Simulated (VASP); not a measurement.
# CoSi (rocksalt type) (Fm-3m) in VASP: a series of runs

Runs on CoSi (rocksalt type). Level: LDA. Tasks: density of states.

Everything below comes from runs of VASP 6.6.1. Logs are shortened: lines on timing, memory, paths and dates and some standing lists are left out, and cuts for length are marked.

### 1 The cell of the first run

Symmetry: Fm-3m, No. 225, cubic system. The conventional cell has a = 4.096 Å, b = 4.096 Å, c = 4.096 Å, α = 90.00°, β = 90.00°, γ = 90.00°. Within 2.7 Å of Co (site symmetry m-3m) lie 6 Si at 2.05 Å. Si (site symmetry m-3m) has 6 Co at 2.05 Å within 2.7 Å.

### 2 Density of states, LDA (volume scaled by 0.72)

Contents of POSCAR:

```
CoSi
1.0
    0.0000000000      2.0480223283      2.0480223283
    2.0480223283      0.0000000000      2.0480223283
    2.0480223283      2.0480223283      0.0000000000
Co Si
1 1
Direct
    0.0000000000      0.0000000000      0.0000000000
    0.5000000000      0.5000000000      0.5000000000
```

Contents of INCAR.step1:

```
SYSTEM = CoSi
PREC     = Accurate       ! precision mode
ENCUT    = 520            ! plane-wave cutoff, eV
EDIFF    = 1E-6           ! SCF threshold, eV
ISMEAR   = -1             ! smearing method
SIGMA    = 0.1            ! smearing width, eV
LREAL    = .FALSE.        ! projectors in reciprocal space
LASPH    = .TRUE.         ! aspherical terms in the spheres
NELM     = 100            ! most SCF steps
ALGO     = Normal         ! electronic algorithm
ISIF     = 2              ! what is computed and relaxed
LWAVE    = .FALSE.        ! write WAVECAR
LCHARG   = .TRUE.         ! write CHGCAR
LMAXMIX  = 4              ! l up to which the mixer works
GGA      = CA             ! functional
NBANDS   = 14             ! bands
```

Contents of KPOINTS.step1:

```
Automatic mesh
0
G
  14 14 14
  0 0 0
```

Contents of INCAR.step2:

```
SYSTEM = CoSi
PREC     = Accurate       ! precision mode
ENCUT    = 520            ! plane-wave cutoff, eV
EDIFF    = 1E-6           ! SCF threshold, eV
ISMEAR   = -5             ! smearing method
SIGMA    = 0.1            ! smearing width, eV
LREAL    = .FALSE.        ! projectors in reciprocal space
LASPH    = .TRUE.         ! aspherical terms in the spheres
NELM     = 100            ! most SCF steps
ALGO     = Normal         ! electronic algorithm
ISIF     = 2              ! what is computed and relaxed
LWAVE    = .FALSE.        ! write WAVECAR
LCHARG   = .FALSE.        ! write CHGCAR
LMAXMIX  = 4              ! l up to which the mixer works
GGA      = CA             ! functional
LORBIT   = 11             ! projections on sites
NEDOS    = 1001           ! points of the DOS
ICHARG   = 11             ! starting density
```

Contents of KPOINTS.step2:

```
Automatic mesh
0
G
  21 21 21
  0 0 0
```

Potentials or basis: VASP PAW LDA potentials, release 64 (Co, Si).

Run with:

```console
cat potpaw_LDA.64/Co/POTCAR potpaw_LDA.64/Si/POTCAR > POTCAR
cp INCAR.step1 INCAR
cp KPOINTS.step1 KPOINTS
mpirun -np 1 vasp_std > vasp.out
cp INCAR.step2 INCAR
cp KPOINTS.step2 KPOINTS
mpirun -np 1 vasp_std > vasp.out
```

OUTCAR:

```text
SYSTEM = CoSi
   PREC = Accurate
   ENCUT = 520
   EDIFF = 1E-6
   ISMEAR = -5
   LREAL = .FALSE.
   LASPH = .TRUE.
   NELM = 100
   ISIF = 2
   GGA = CA
   LORBIT = 11
   ICHARG = 11

 ion  position               nearest neighbor table
   1  0.000  0.000  0.000-   2 2.05   2 2.05   2 2.05   2 2.05   2 2.05   2 2.05
   2  0.500  0.500  0.500-   1 2.05   1 2.05   1 2.05   1 2.05   1 2.05   1 2.05

  LATTYP: Found a face centered cubic cell.
 ALAT       =     4.0960446566

  Lattice vectors:

 A1 = (   0.0000000000,   2.0480223283,   2.0480223283)
 A2 = (   2.0480223283,   0.0000000000,   2.0480223283)
 A3 = (   2.0480223283,   2.0480223283,   0.0000000000)

Analysis of symmetry for initial positions (statically):
=====================================================================
 Subroutine PRICEL returns:
 Original cell was already a primitive cell.

 Routine SETGRP: Setting up the symmetry group for a
 face centered cubic supercell.

 Subroutine GETGRP returns: Found 48 space group operations
 (whereof 48 operations were pure point group operations)
 out of a pool of 48 trial point group operations.

The static configuration has the point symmetry O_h .

Analysis of symmetry for dynamics (positions and initial velocities):
=====================================================================
 Subroutine PRICEL returns:
 Original cell was already a primitive cell.

 Routine SETGRP: Setting up the symmetry group for a
 face centered cubic supercell.

 Subroutine GETGRP returns: Found 48 space group operations
 (whereof 48 operations were pure point group operations)
 out of a pool of 48 trial point group operations.

The dynamic configuration has the point symmetry O_h .

 Subroutine INISYM returns: Found 48 space group operations
 (whereof 48 operations are pure point group operations),
 and found     1 'primitive' translations

----------------------------------------------------------------------------------------

                                     Primitive cell

  volume of cell :      17.1804

  direct lattice vectors                    reciprocal lattice vectors
     0.000000000  2.048022328  2.048022328    -0.244137963  0.244137963  0.244137963
     2.048022328  0.000000000  2.048022328     0.244137963 -0.244137963  0.244137963
     2.048022328  2.048022328  0.000000000     0.244137963  0.244137963 -0.244137963

  length of vectors
     2.896340953  2.896340953  2.896340953     0.422859356  0.422859356  0.422859356

  position of ions in fractional coordinates (direct lattice)
     0.000000000  0.000000000  0.000000000
     0.500000000  0.500000000  0.500000000

  ion indices of the primitive-cell ions
   primitive index   ion index
                 1           1
                 2           2

----------------------------------------------------------------------------------------

 KPOINTS: Automatic mesh

Automatic generation of k-mesh.
 Grid dimensions read from file:
 generate k-points for:   21   21   21

 Generating k-lattice:

  Cartesian coordinates                     Fractional coordinates (reciprocal lattice)
    -0.011625617  0.011625617  0.011625617     0.047619048  0.000000000  0.000000000
     0.011625617 -0.011625617  0.011625617     0.000000000  0.047619048  0.000000000
     0.011625617  0.011625617 -0.011625617     0.000000000  0.000000000  0.047619048

  Length of vectors
     0.020136160  0.020136160  0.020136160

  Shift w.r.t. Gamma in fractional coordinates (k-lattice)
     0.000000000  0.000000000  0.000000000

 TETIRR: Found   1276 inequivalent tetrahedra from    55566

 Subroutine IBZKPT returns following result:
 ===========================================

 Found    286 irreducible k-points:

 Following reciprocal coordinates:
            Coordinates               Weight
  0.000000  0.000000  0.000000      1.000000
  0.047619  0.000000  0.000000      8.000000
  0.095238  0.000000  0.000000      8.000000
  0.142857  0.000000  0.000000      8.000000
  0.190476  0.000000  0.000000      8.000000
  0.238095  0.000000  0.000000      8.000000
[... 16 lines left out ...]
 -0.428571  0.047619  0.000000     24.000000
 -0.380952  0.047619  0.000000     24.000000
 [... further k-points ...]
   k-points           NKPTS =    286   k-points in BZ     NKDIM =    286   number of bands    NBANDS=     10
   number of dos      NEDOS =   1001   number of ions     NIONS =      2
   total plane-waves  NPLWV =  13824
   dimension x,y,z NGX =    24 NGY =   24 NGZ =   24
   dimension x,y,z NGXF=    48 NGYF=   48 NGZF=   48
   ions per type =               1   1
   NGX,Y,Z   is equivalent  to a cutoff of  13.78, 13.78, 13.78 a.u.
   NGXF,Y,Z  is equivalent  to a cutoff of  27.55, 27.55, 27.55 a.u.
 SYSTEM =  CoSi
   PREC   = accura    normal or accurate (medium, high low for compatibility)
   ISTART =      0    job   : 0-new  1-cont  2-samecut
   ICHARG =     11    charge: 1-file 2-atom 10-const
   ISPIN  =      1    spin polarized calculation?
   LNONCOLLINEAR =      F non collinear calculations
   LSORBIT =      F    spin-orbit coupling
   LASPH  =      T    aspherical Exc in radial PAW
   ENCUT  =  520.0 eV  38.22 Ry    6.18 a.u.   5.39  5.39  5.39*2*pi/ulx,y,z
   NELM   =    100;   NELMIN=  2; NELMDL=  0     # of ELM steps
   EDIFF  = 0.1E-05   stopping-criterion for ELM
   LREAL  =      F    real-space projection
   EDIFFG = 0.1E-04   stopping-criterion for IOM
   NSW    =      0    number of steps for IOM
   IBRION =     -1    ionic relax: 0-MD 1-quasi-New 2-CG
   NFREE  =      0    steps in history (QN), initial steepest desc. (CG)
   ISIF   =      2    stress and relaxation
   ISYM   =      2    0-nonsym 1-usesym 2-fastsym
   POTIM  = 0.5000    time-step for ionic-motion
   TEBEG  =    0.0;   TEEND  =   0.0 temperature during run
   PSTRESS=    0.0 pullay stress
   NELECT =      13.0000    total number of electrons
   NUPDOWN=      -1.0000    fix difference up-down
   EMIN   =  10.00;   EMAX   =-10.00  energy-range for DOS
   EFERMI =   0.00;   METHOD = LEGACY
   ISMEAR =    -5;   SIGMA  =   0.10  broadening in eV -4-tet -1-fermi 0-gaus
   EFERMI_NEDOS =   21; number of points for ismear=-14 and -15
   IALGO  =     38    algorithm
   IMIX   =      4    mixing-type and parameters
     AMIX     =   0.40;   BMIX     =  1.00
     AMIX_MAG =   1.60;   BMIX_MAG =  1.00
  volume/ion in A,a.u.               =       8.59        57.97
  Fermi-wavevector in a.u.,A,eV,Ry     =   1.491802  2.819098 30.279412  2.225474
  Thomas-Fermi vector in A             =   2.604411
   LORBIT       =     11    0 simple, 1 ext, 2 COOP (PROOUT), +10 PAW based schemes
   GGA     = CA    functional components
   LHFCALC =     F    Hartree Fock is set to
   AEXX    =    0.0000 exact exchange contribution
   IVDW    =     0    specifies the selected vdW correction
   LEPSILON=     F    determine dielectric tensor
   LRPA    =     F    only Hartree local field effects (RPA)
 non-spin polarized calculation
 Fermi weights with tetrahedron method with Bloechl corrections
  energy-cutoff  :      520.00
  volume of cell :       17.18
 maximum number of plane-waves:       483
 NGX is ok and might be reduce to    24

 number of electron      13.0000003 magnetization

 Free energy of the ion-electron system (eV)
  ---------------------------------------------------
  ext. energy  EPLUGINS =         0.00000000
  ---------------------------------------------------
  free energy    TOTEN  =       -12.15343288 eV

  energy without entropy =      -12.15343288  energy(sigma->0) =      -12.15343288

 E-fermi :  16.3221     XC(G=0): -14.2060

 val. band max:       16.3332920029   @ k =  -0.4762   0.4286   0.0952
 cond. band min:      16.2350556489   @ k =  -0.3810   0.4762   0.1429
 fundamental gap:     -0.0982363541
 Fermi energy:        16.3221230774

 k-point     1 :       0.0000    0.0000    0.0000
  band No.  band energies     occupation
      1       0.6741      2.00000
      2      12.4822      2.00000
      3      12.4822      2.00000
      4      12.4822      2.00000
      5      12.7910      2.00000
      6      12.7910      2.00000
      7      22.8086      0.00000
      8      22.8086      0.00000
      9      22.8086      0.00000
     10      28.6124      0.00000

 k-point     2 :       0.0476    0.0000    0.0000
  band No.  band energies     occupation
      1       0.7368      2.00000
      2      12.4285      2.00000
      3      12.5000      2.00000
      4      12.5000      2.00000
      5      12.7710      2.00000
      6      12.7710      2.00000
      7      22.5551      0.00000
      8      22.8537      0.00000
      9      22.8537      0.00000
     10      27.9268      0.00000

 k-point     3 :       0.0952    0.0000    0.0000
  band No.  band energies     occupation
      1       0.9240      2.00000
      2      12.2682      2.00000
      3      12.5044      2.00000
      4      12.5044      2.00000
      5      12.7637      2.00000
      6      12.7637      2.00000
      7      21.8658      0.00000
      8      22.9799      0.00000
      9      22.9799      0.00000
     10      27.2931      0.00000
[... 248 lines left out ...]
 k-point    23 :      -0.4286    0.0476    0.0000
  band No.  band energies     occupation
      1       5.6520      2.00000
      2       7.8600      2.00000
      3      11.3643      2.00000
      4      11.4065      2.00000
      5      14.3689      2.00000
      6      14.4674      2.00000
      7      16.0529      2.02211
      8      22.9435      0.00000
      9      24.0063      0.00000
     10      24.6257      0.00000

 k-point    24 :      -0.3810    0.0476    0.0000
  band No.  band energies     occupation
      1       4.7472      2.00000
      2       8.7710      2.00000
      3      11.4539      2.00000
      4      11.4772      2.00000
      5      14.1695      2.00000
      6      14.3250      2.00000
      7      16.3776      0.63427
      8      22.7807      0.00000
      9      24.5094      0.00000
     10      24.8748      0.00000

 [... further k-points ...]

------------------------ aborting loop because EDIFF is reached ----------------------------------------

  FORCE on cell =-STRESS in cart. coord.  units (eV):
  Direction    XX          YY          ZZ          XY          YZ          ZX
  --------------------------------------------------------------------------------------
  -------------------------------------------------------------------------------------
  Total       14.0047832     14.0047832     14.0047832     -0.0000000      0.0000000      0.0000000
  in kB     1306.0292876   1306.0292876   1306.0292876     -0.0000000      0.0000000      0.0000000
  external PRESSURE =    1306.0292876 kB  Pullay stress =       0.0000000 kB

 VOLUME and BASIS-vectors are now :
 -----------------------------------------------------------------------------
  energy-cutoff  :      520.00
  volume of cell :       17.18
      direct lattice vectors                 reciprocal lattice vectors
     0.000000000  2.048022328  2.048022328    -0.244137963  0.244137963  0.244137963
     2.048022328  0.000000000  2.048022328     0.244137963 -0.244137963  0.244137963
     2.048022328  2.048022328  0.000000000     0.244137963  0.244137963 -0.244137963

 POSITION                                       TOTAL-FORCE (eV/Angst)
 -----------------------------------------------------------------------------------
      0.00000      0.00000      0.00000         0.000000      0.000000      0.000000
      2.04802      2.04802      2.04802        -0.000000     -0.000000     -0.000000
 -----------------------------------------------------------------------------------
    total drift:                                0.000000     -0.000000     -0.000000

  FREE ENERGIE OF THE ION-ELECTRON SYSTEM (eV)
  ---------------------------------------------------
  free  energy   TOTEN  =       -12.1534328826 eV

  energy  without entropy=      -12.1534328826  energy(sigma->0) =      -12.15343288

 total charge

# of ion       s       p       d       tot
------------------------------------------
    1        0.685   0.789   8.134   9.609
    2        0.835   1.125   0.000   1.961
--------------------------------------------------
tot          1.520   1.915   8.134  11.569
```

It took 37 s on 1 thread of Intel Xeon 6975P-C, shared host; peak memory 0.18 GiB.

What came out:

```yaml
Valence_electrons_inside_the_program's_atomic_spheres: Co 9.61; Si 1.96
```

Levels at points of the mesh, in eV from the Fermi level:
| k point | band 4 | band 5 | band 6 | band 7 | band 8 | band 9 |
| --- | --- | --- | --- | --- | --- | --- |
| (0.00, 0.00, 0.00) | -3.84 | -3.53 | -3.53 | 6.49 | 6.49 | 6.49 |

Caveat: tetrahedron occupations give inexact forces and stress in metals.

(Part 1 of 2 ends here.)
